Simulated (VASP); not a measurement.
# As (P6_3/mmc) in VASP: a series of runs, part 2 of 2

VASP 6.6.1.

### Step 4. Single point, PBE (volume scaled by 1.12)

INCAR reads:

```
SYSTEM = As
ALGO = Normal
EDIFF = 1E-6
ENCUT = 520
GGA = PE
ISIF = 2
ISMEAR = -1
LASPH = .True.
LCHARG = .False.
LREAL = .False.
LWAVE = .False.
NBANDS = 12
NELM = 100
PREC = Accurate
SIGMA = 0.1
```

KPOINTS reads:

```
k-points
0
Gamma
  13 13 8
  0 0 0
```

POSCAR reads:

```
As
1.0
    3.1954997839      0.0000000000      0.0000000000
   -1.5977498919      2.7673839907      0.0000000000
    0.0000000000      0.0000000000      4.8766129058
As
2
Direct
    0.3333333333      0.6666666667      0.2500000000
    0.6666666667      0.3333333333      0.7500000000
```

Potentials or basis: VASP PAW PBE potentials, release 64 (As).

Command:

```console
$ cat potpaw_PBE.64/As/POTCAR > POTCAR
$ mpirun -np 1 vasp_std > vasp.out
```

OUTCAR:

```text
SYSTEM = As
   EDIFF = 1E-6
   ENCUT = 520
   GGA = PE
   ISIF = 2
   ISMEAR = -1
   LASPH = .True.
   LREAL = .False.
   NELM = 100
   PREC = Accurate

 ion  position               nearest neighbor table
   1  0.333  0.667  0.250-
   2  0.667  0.333  0.750-

  LATTYP: Found a hexagonal cell.
 ALAT       =     3.1954997839
 C/A-ratio  =     1.5260876969

  Lattice vectors:

 A1 = (   3.1954997839,   0.0000000000,   0.0000000000)
 A2 = (  -1.5977498919,   2.7673839907,   0.0000000000)
 A3 = (   0.0000000000,   0.0000000000,   4.8766129058)

Analysis of symmetry for initial positions (statically):
=====================================================================
 Subroutine PRICEL returns:
 Original cell was already a primitive cell.

 Routine SETGRP: Setting up the symmetry group for a
 hexagonal supercell.

 Subroutine GETGRP returns: Found 24 space group operations
 (whereof 12 operations were pure point group operations)
 out of a pool of 24 trial point group operations.

The static configuration has the point symmetry D_3d.
 The point group associated with its full space group is D_6h.

Analysis of symmetry for dynamics (positions and initial velocities):
=====================================================================
 Subroutine PRICEL returns:
 Original cell was already a primitive cell.

 Routine SETGRP: Setting up the symmetry group for a
 hexagonal supercell.

 Subroutine GETGRP returns: Found 24 space group operations
 (whereof 12 operations were pure point group operations)
 out of a pool of 24 trial point group operations.

The dynamic configuration has the point symmetry D_3d.
 The point group associated with its full space group is D_6h.

 Subroutine INISYM returns: Found 24 space group operations
 (whereof 12 operations are pure point group operations),
 and found     1 'primitive' translations

[... 115 lines left out ...]
  volume/ion in A,a.u.               =      21.56       145.51
  Fermi-wavevector in a.u.,A,eV,Ry     =   1.005772  1.900633 13.763332  1.011576
  Thomas-Fermi vector in A             =   2.138472
   LORBIT       =      0    0 simple, 1 ext, 2 COOP (PROOUT), +10 PAW based schemes
   GGA     = PE    functional components
   LHFCALC =     F    Hartree Fock is set to
   AEXX    =    0.0000 exact exchange contribution
   IVDW    =     0    specifies the selected vdW correction
   LEPSILON=     F    determine dielectric tensor
   LRPA    =     F    only Hartree local field effects (RPA)
 non-spin polarized calculation
  energy-cutoff  :      520.00
  volume of cell :       43.12
 maximum number of plane-waves:      1180
 NGX is ok and might be reduce to    24
   NGX = 11   NGY = 11   NGZ = 19

 number of electron      10.0000000 magnetization

 number of electron       9.9999999 magnetization

 Free energy of the ion-electron system (eV)
  ---------------------------------------------------
  ext. energy  EPLUGINS =         0.00000000
  ---------------------------------------------------
  free energy    TOTEN  =        -8.24595504 eV

  energy without entropy =       -8.20328411  energy(sigma->0) =       -8.22461957

 E-fermi :   5.1565     XC(G=0): -10.2305

 val. band max:        5.1394089758   @ k =   0.3077   0.0000   0.3750
 cond. band min:       5.1587422788   @ k =   0.4615   0.0000   0.0000
 fundamental gap:      0.0193333030
 Fermi energy:         5.1564586792

 k-point     1 :       0.0000    0.0000    0.0000
  band No.  band energies     occupation
      1      -8.9218      2.00000
      2      -4.6240      2.00000
      3      -0.5501      2.00000
      4       7.8571      0.00000
      5       7.8571      0.00000
      6       9.5517      0.00000
      7       9.5517      0.00000
      8      10.7814      0.00000
      9      12.9669      0.00000
     10      15.8287      0.00000
     11      16.5145      0.00000
     12      16.5145      0.00000
[... 331 lines left out ...]
 k-point    24 :       0.1538    0.0000    0.1250
  band No.  band energies     occupation
      1      -8.4223      2.00000
      2      -4.7098      2.00000
      3       0.4086      2.00000
      4       5.3258      0.31075
      5       7.0010      0.00000
      6       7.6292      0.00000
      7       9.4558      0.00000
      8       9.7741      0.00000
      9      13.3678      0.00000
     10      15.9076      0.00000
     11      16.2515      0.00000
     12      17.0062      0.00000

 [... further k-points ...]
[... 5 lines left out ...]
  --------------------------------------------------------------------------------------
  -------------------------------------------------------------------------------------
  Total       -1.8773915     -1.8773915     -1.7851447     -0.0000000      0.0000000      0.0000000
  in kB      -69.7491524    -69.7491524    -66.3219831     -0.0000000      0.0000000      0.0000000
  external PRESSURE =     -68.6067626 kB  Pullay stress =       0.0000000 kB

 VOLUME and BASIS-vectors are now :
 -----------------------------------------------------------------------------
  energy-cutoff  :      520.00
  volume of cell :       43.12
      direct lattice vectors                 reciprocal lattice vectors
     3.195499784  0.000000000  0.000000000     0.312940093  0.180676047  0.000000000
    -1.597749892  2.767383991  0.000000000     0.000000000  0.361352094  0.000000000
     0.000000000  0.000000000  4.876612906     0.000000000  0.000000000  0.205060360

 POSITION                                       TOTAL-FORCE (eV/Angst)
 -----------------------------------------------------------------------------------
     -0.00000      1.84492      1.21915         0.000000     -0.000000      0.000000
      1.59775      0.92246      3.65746        -0.000000      0.000000      0.000000
 -----------------------------------------------------------------------------------
    total drift:                                0.000000     -0.000000      0.000000

  FREE ENERGIE OF THE ION-ELECTRON SYSTEM (eV)
  ---------------------------------------------------
  free  energy   TOTEN  =        -8.2459550376 eV

  energy  without entropy=       -8.2032841122  energy(sigma->0) =       -8.22461957
```

stdout:

```text
POSCAR found type information on POSCAR As
 POSCAR found :  1 types and       2 ions
 scaLAPACK will be used
 LDA part: xc-table for (Slater+PW92), standard interpolation
 POSCAR, INCAR and KPOINTS ok, starting setup
 FFT: planning ... GRIDC
 FFT: planning ... GRID_SOFT
 FFT: planning ... GRID
 WAVECAR not read
 entering main loop
```

Run time: 22 s. Hardware: 1 thread of Intel Xeon 6975P-C (Granite Rapids), shared host; peak memory 0.17 GiB.

Results:

```yaml
Free_energy: -8.2460 eV
Pressure: -6.9 GPa
Band_gap_on_the_k_mesh: zero (band 5 reaches 8.70 eV, above the bottom of band 6 at 2.26 eV)
```

Levels at points of the mesh, in eV from the Fermi level:
| k point | band 3 | band 4 | band 5 | band 6 | band 7 | band 8 |
| --- | --- | --- | --- | --- | --- | --- |
| (0.00, 0.00, 0.00) | -5.71 | 2.70 | 2.70 | 4.40 | 4.40 | 5.62 |
| (0.00, 0.00, 0.50) | -0.25 | -0.25 | 3.54 | 3.54 | 3.54 | 3.54 |

Caveat: the cell differs from its parent crystal (volume scaled by 1.12).

### Step 5. Relaxation of cell and atoms, PBE

This run uses another cell than the first one, of 18.30 Å³/atom, 0.914 times its volume.

INCAR reads:

```
SYSTEM = As
  ALGO = Normal
  EDIFF = 1E-7
  EDIFFG = -0.01
  ENCUT = 600
  GGA = PE
  IBRION = 2
  ISIF = 3
  ISMEAR = -1
  LASPH = .True.
  LCHARG = .False.
  LREAL = .False.
  LWAVE = .False.
  NELM = 80
  NSW = 80
  PREC = Accurate
  SIGMA = 0.1
```

KPOINTS reads:

```
k-points
0
Gamma
  12 12 7
  0 0 0
```

POSCAR reads:

```
As
1.0
    2.9579811701      0.0000000000      0.0000000000
   -1.4789905850      2.5616868372      0.0000000000
    0.0000000000      0.0000000000      4.8303832507
As
2
Direct
    0.3333333333      0.6666666667      0.2500000000
    0.6666666667      0.3333333333      0.7500000000
```

Command:

```console
$ cat potpaw_PBE.64/As/POTCAR > POTCAR
$ mpirun -np 1 vasp_std > vasp.out
```

Wall time 2.3 min (1 thread of Intel Xeon 6975P-C (Granite Rapids), shared host); peak memory 0.18 GiB.

Results (log left out):

```yaml
Free_energy: -8.3646 eV
Relaxed_volume: 19.28 Å³/atom
Relaxed_cell: a = 3.078 Å, b = 3.078 Å, c = 4.699 Å, α = 90.00°, β = 90.00°, γ = 120.00°
Space_group_after_relaxing_to_0.05_Å: P6_3/mmc (No. 194)
Energy_gained_by_relaxing: 19.7 meV/atom
Ionic_steps: 14
Pressure_after_relaxing: 0.0 GPa
Band_gap_on_the_k_mesh: zero (band 5 reaches 10.27 eV, above the bottom of band 6 at 3.23 eV)
```

Step by step:
```
step  energy change (eV)  largest force (eV/Å)  pressure (GPa)  volume (Å³)
   1              0.0000                0.0000            4.83        36.60
   2             -0.0226                0.0000           -1.99        39.60
   3             -0.0290                0.0000           -0.01        38.60
   4             -0.0290                0.0000           -0.09        38.64
   5             -0.0292                0.0000           -0.10        38.64
   6             -0.0298                0.0000           -0.11        38.62
   7             -0.0321                0.0000           -0.11        38.59
   8             -0.0379                0.0000            0.01        38.51
   9             -0.0339                0.0000            0.83        38.30
  10             -0.0391                0.0000            0.27        38.43
  11             -0.0394                0.0000            0.18        38.45
  12             -0.0389                0.0000           -0.45        38.77
  13             -0.0394                0.0000            0.04        38.52
  14             -0.0394                0.0000           -0.03        38.55
```

Final structure:
```
CELL_PARAMETERS angstrom
3.07791 0.00000 0.00000
-1.53896 2.66555 0.00000
0.00000 0.00000 4.69881
ATOMIC_POSITIONS crystal
As 0.33333 0.66667 0.25000
As 0.66667 0.33333 0.75000
```

Levels at points of the mesh, in eV from the Fermi level:
| k point | band 1 | band 2 | band 3 | band 4 | band 5 | band 6 | band 7 | band 8 | band 9 |
| --- | --- | --- | --- | --- | --- | --- | --- | --- | --- |
| (0.00, 0.00, 0.00) | -15.04 | -9.97 | -6.49 | 3.12 | 3.12 | 5.07 | 5.07 | 6.56 | 8.31 |
| (0.50, 0.00, 0.00) | -11.18 | -9.55 | -4.65 | -2.86 | -2.61 | -0.14 | -0.06 | 4.06 | 4.97 |

### Step 6. Overview

| task | cell | k mesh | cutoff (eV) | gap on the mesh (eV) | pressure (GPa) |
| --- | --- | --- | --- | --- | --- |
| single point | a = 3.118, b = 3.118, c = 4.758 Å, angles 90.0, 90.0, 120.0°, 2 atoms | 13 × 13 × 8 | 520 | none | -2.6 |
| single point | a = 3.157, b = 3.157, c = 4.818 Å, angles 90.0, 90.0, 120.0°, 2 atoms | 13 × 13 × 8 | 520 | none | -5.0 |
| single point | a = 3.195, b = 3.195, c = 4.877 Å, angles 90.0, 90.0, 120.0°, 2 atoms | 13 × 13 × 8 | 520 | none | -6.9 |
| relaxation of cell and atoms | relaxed from a = 2.958, b = 2.958, c = 4.830 Å, angles 90.0, 90.0, 120.0°, 2 atoms | 12 × 12 × 7 | 600 | none | 0.0 |

Alike in all rows: level PBE; potentials or basis VASP PAW PBE potentials, release 64 (As); no spin polarisation; smearing fermi-dirac 0.1 eV.

Total energies depend on the potentials used, so only differences within one code and one set of settings carry meaning.
